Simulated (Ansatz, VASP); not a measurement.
# TiC2: VASP beside Ansatz

```
CELL_PARAMETERS angstrom
0.00000 3.62018 3.74661
2.10449 0.00000 3.74661
2.10449 3.62018 0.00000
ATOMIC_POSITIONS crystal
Ti 0.75000 0.75000 0.75000
Ti 0.50000 0.50000 0.50000
C 0.08682 0.41318 0.08682
C 0.41318 0.08682 0.41318
C 0.16318 0.83682 0.16318
C 0.83682 0.16318 0.83682
```

Alike in both runs: task single point; functional PBE; k mesh 6 × 6 × 6; occupations gaussian, width 0.1 eV; no spin polarisation.

|  | VASP | Ansatz |
| --- | --- | --- |
| version | VASP 6.6.1 | Ansatz 0.2.0 |
| potentials or method | VASP PAW PBE potentials, release 64 (Ti_sv, C), cutoff 520 eV | scalar-relativistic, plane waves, PAW |
| valence electrons in the cell | 40 | 40 |

Ansatz gave:

| Quantity | Value |
| --- | --- |
| gap on the k mesh at the Fermi level (eV) | none |
| pressure (GPa) | -19.5 |
| traceless stress, the component that is largest in VASP (GPa) | -19.62 |
| rms of the force components (eV/Å) | 0.166 |

**Question.** Estimate VASP's values.

**Answer.** gap on the k mesh at the Fermi level (eV): none; pressure (GPa): -19.3; traceless stress, the component that is largest in VASP (GPa): -19.50; rms of the force components (eV/Å): 0.168.

Atom by atom the forces differ by 0.002 eV/Å (rms over components). A gap of «none» marks a metal or a gap that the smearing closes.
